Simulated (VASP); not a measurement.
Set up this calculation in VASP 6.6.1, as the native input.

```yaml
Task: single point
Functional: PBE
Potentials_or_basis: VASP PAW PBE potentials, release 64 (Si, C)
Cutoff: 600 eV
k_mesh: 4 × 4 × 4
Occupations: gaussian, width 0.1 eV
Spin: collinear spin
Starting_moments: "[0.0, 0.0, 0.0, 0.0, 1.0] μB"
Dipole_correction: no
Further_INCAR_settings: ALGO = Normal; EDIFF = 1e-06; NBANDS = 22
```

The structure of Si4C lies in POSCAR:

```
Si4C
1.0
    4.0335312700      0.0000000000      0.0000000000
    0.0000000000      4.0335312700      0.0000000000
    0.0000000000      0.0000000000      4.0335312700
Si C
4 1
Direct
    0.0000000000      0.5000000000      0.5000000000
    0.5000000000      0.5000000000      0.0000000000
    0.5000000000      0.0000000000      0.5000000000
    0.0000000000      0.0000000000      0.0000000000
    0.5000000000      0.5000000000      0.5000000000
```

The cell was generated, and may not be a known phase.

The input as run:

INCAR

```
ALGO = Normal ; EDIFF = 1E-6
ENCUT = 600 ; GGA = PE
GGA_COMPAT = F ; ISIF = 2
ISMEAR = 0 ; ISPIN = 2
LASPH = T ; LCHARG = F
LORBIT = 11 ; LREAL = F
LWAVE = F ; MAGMOM = 0 0 0 0 1
NBANDS = 22 ; NELM = 200
PREC = Accurate ; SIGMA = 0.1
```

KPOINTS

```
k-points
0
Gamma
  4 4 4
```

Potentials or basis: VASP PAW PBE potentials, release 64 (Si, C).

The run is started by

```console
$ cat potpaw_PBE.64/Si/POTCAR potpaw_PBE.64/C/POTCAR > POTCAR
$ mpirun -np 1 vasp_std > vasp.out
```

Results of the run:

| Item | Value |
| --- | --- |
| Pressure | 4.3 GPa |
| Band gap on the k mesh | zero (filled and empty bands overlap) |
| Net moment | 0.00 μB per cell |
| Valence electrons inside the program's atomic spheres | Si 1.55, 1.53 (each value once); C 2.44 |

Caveat: the k points lie up to 0.39 Å⁻¹ apart, too coarse for converged energies and pressures of a metal.

Run time: 46 s on 1 thread of Intel Xeon 8259CL, on a shared host, peak memory 0.2 GiB.
